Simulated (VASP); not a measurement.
HfN: single point with PBEsol

HfN:

```
Hf N
1.0
     0.00000    2.61605    2.43353
     2.25102    0.00000    2.43353
     2.25102    2.61605    0.00000
Hf N
1 1
Direct
  0.00000 0.00000 0.00000
  0.75000 0.75000 0.75000
```

This cell differs from its parent crystal: strain -0.0750 x Voigt [1, -1, 0, 0, 0, 0].

```json
{
  "Program": "VASP 6.6.1",
  "Task": "single point",
  "Functional": "PBEsol",
  "Potentials or basis": "VASP PAW PBE potentials, release 64 (Hf_pv, N)",
  "Cutoff": "520 eV",
  "k mesh": "22 × 22 × 22",
  "Occupations": "gaussian, width 0.15 eV",
  "Spin": "no spin polarisation"
}
```

- Pressure: -0.8 GPa
- Band gap on the k mesh: zero (an odd number of electrons rules out a gap without spin polarisation)

Stress tensor (GPa, compression positive):
```
  8.73   0.00   0.00
  0.00 -12.42   0.00
  0.00   0.00   1.42
```

Levels at points of the mesh, in eV from the Fermi level:
```tsv
k point	band 6	band 7	band 8	band 9	band 10	band 11
(0.00, 0.00, 0.00)	-5.47	-5.31	-0.81	1.44	3.03	5.40
(0.50, 0.00, 0.00)	-5.30	-4.61	1.41	2.67	3.05	3.89
(0.50, 0.50, 0.00)	-3.97	-3.47	-1.15	1.51	4.72	4.74
(0.50, 0.00, 0.50)	-3.54	-3.30	-1.61	1.77	4.31	4.67
(0.00, 0.50, 0.50)	-3.97	-3.75	-0.63	2.02	4.38	4.58
```

Wall time 14 min on 1 thread of Oxide Virtual Turin-like Processor (shared host), peak memory 0.66 GiB.

Caveat: the cell differs from its parent crystal (strain -0.0750 x Voigt [1, -1, 0, 0, 0, 0]); the stress differs along the axes, from -12 to 9 GPa; the PAW data sets were made with another functional, which shifts forces and pressure a little; spin-orbit coupling is left out, which moves the levels of the heavy elements.
